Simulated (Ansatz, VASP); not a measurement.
## Nb in VASP and in Ansatz

```
Nb
1.0
     0.00000    1.84762    2.77143
     1.84762    0.00000    2.77143
     1.84762    1.84762    0.00000
Nb
1
Direct
  0.00000 0.00000 0.00000
```

Alike in both runs: task single point; functional r2SCAN; k mesh 22 × 22 × 22; occupations gaussian, width 0.15 eV; no spin polarisation.

|  | VASP | Ansatz |
| --- | --- | --- |
| version | VASP 6.6.1 | Ansatz 0.2.0 |
| potentials or method | VASP PAW PBE potentials, release 64 (Nb_sv), cutoff 520 eV | scalar-relativistic, plane waves, PAW |
| valence electrons in the cell | 13 | 13 |

|  | VASP | Ansatz | Ansatz less VASP |
| --- | --- | --- | --- |
| gap on the k mesh at the Fermi level (eV) | none | none | - |
| pressure (GPa) | -0.9 | -0.8 | +0.14 |
| traceless stress, the component that is largest in VASP (GPa) | -20.25 | -20.17 | +0.075 |

VASP's potentials were made for PBE, not for r2SCAN. A gap of «none» marks a metal or a gap that the smearing closes. The functional is the same, so the differences come from potentials, cutoffs and numerics.
